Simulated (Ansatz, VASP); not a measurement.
## LiH: VASP beside Ansatz

Contents of POSCAR:

```
LiH
1.0
    0.0000000000      2.0029948411      2.0029948411
    2.0029948411      0.0000000000      2.0029948411
    2.0029948411      2.0029948411      0.0000000000
Li H
1 1
Direct
    0.0000000000      0.0000000000      0.0000000000
    0.5000000000      0.5000000000      0.5000000000
```

File INCAR.step1:

```
PREC     = Accurate       # precision mode
ENCUT    = 830            # plane-wave cutoff, eV
ISMEAR   = 0              # smearing method
SIGMA    = 0.01           # smearing width, eV
LREAL    = F              # projectors in reciprocal space
LASPH    = T              # aspherical terms in the spheres
NELM     = 120            # most SCF steps
NBANDS   = 9              # bands
GGA      = PE             # functional
ALGO     = Normal         # electronic algorithm
EDIFF    = 1E-5           # SCF threshold, eV
LWAVE    = T              # write WAVECAR
LCHARG   = F              # write CHGCAR
GGA_COMPAT= F
```

INCAR.step2

```
PREC     = Accurate       # precision mode
ENCUT    = 830            # plane-wave cutoff, eV
EDIFF    = 1E-6           # SCF threshold, eV
ISMEAR   = 0              # smearing method
SIGMA    = 0.01           # smearing width, eV
LREAL    = F              # projectors in reciprocal space
LASPH    = T              # aspherical terms in the spheres
NELM     = 120            # most SCF steps
ALGO     = Normal         # electronic algorithm
ISIF     = 2              # what is computed and relaxed
LWAVE    = F              # write WAVECAR
LCHARG   = F              # write CHGCAR
METAGGA  = R2SCAN         # meta-GGA
LMIXTAU  = T            
NBANDS   = 9              # bands
ISTART   = 1            
GGA_COMPAT= F
```

File KPOINTS:

```
Automatic mesh
0
Gamma
  6 6 6
```

Input for Ansatz:

```yaml
crystal:
  lattice:
    - [0.0, 2.0029948411, 2.0029948411]
    - [2.0029948411, 0.0, 2.0029948411]
    - [2.0029948411, 2.0029948411, 0.0]
  atoms:
    - { symbol: Li, position: [0.0, 0.0, 0.0] }
    - { symbol: H, position: [0.5, 0.5, 0.5] }
kpoints:
  mp_grid: { grid: [6, 6, 6] }
hamiltonian:
  xc: r2scan
scf:
  occupations: { method: fixed }
output:
  optics:
    e_range: [0, 30]
    de: 0.05
    sigma: 0.4
    scissors: 0.3
    scheme: fermi_dirac
    bands: auto
  write_density: true
  write_potential: true
  elf: true
  volumetric_format: npy
```

Alike in both runs: task single point; functional r2SCAN; k mesh 6 × 6 × 6; no spin polarisation.

|  | VASP | Ansatz |
| --- | --- | --- |
| version | VASP 6.6.1 | Ansatz 0.2.0 |
| potentials or method | VASP PAW PBE potentials, release 64 (Li_sv, H) | plane waves, PAW |
| plane-wave cutoff (eV) | 830 | 500 |
| occupations | gaussian, width 0.01 eV | fixed |
| valence electrons in the cell | 4 | 4 |

Ansatz gave:

| Property | Result |
| --- | --- |
| gap on the k mesh at the Fermi level (eV) | 3.63 |

**Question.** What did VASP give for the same quantities?

**Answer.** gap on the k mesh at the Fermi level (eV): 3.58.

VASP's potentials were made for PBE, not for r2SCAN.

The k mesh is coarse, so the values compare programs but aren't converged.
